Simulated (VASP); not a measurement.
Here is a VASP 6.6.1 calculation.

File INCAR:

```
PREC = Accurate
ENCUT = 520
EDIFF = 1E-6
ISMEAR = -1
SIGMA = 0.1
LREAL = False
LASPH = True
NELM = 80
ALGO = Normal
ISIF = 2
LWAVE = False
LCHARG = False
GGA = PS
NBANDS = 13
```

KPOINTS

```
Automatic mesh
0
Gamma
  15 15 15
```

Contents of POSCAR:

```
Ru
1.0
    2.2540683885      0.0000000000      0.0000000000
    0.0000000000      2.2540683885      0.0000000000
    0.0000000000      0.0000000000      2.2540683885
Ru
1
Direct
    0.0000000000      0.0000000000      0.0000000000
```

Potentials or basis: VASP PAW PBE potentials, release 64 (Ru_pv).

Launch:

```sh
$ cat potpaw_PBE.64/Ru_pv/POTCAR > POTCAR
$ mpirun -np 1 vasp_std > vasp.out
```

Estimate the band gap on the k mesh.

zero (band 7 reaches 22.24 eV, above the bottom of band 8 at 14.86 eV).

Estimate the pressure.

140.1 GPa.

Caveat: the PAW data sets were made with another functional, which shifts forces and pressure a little.
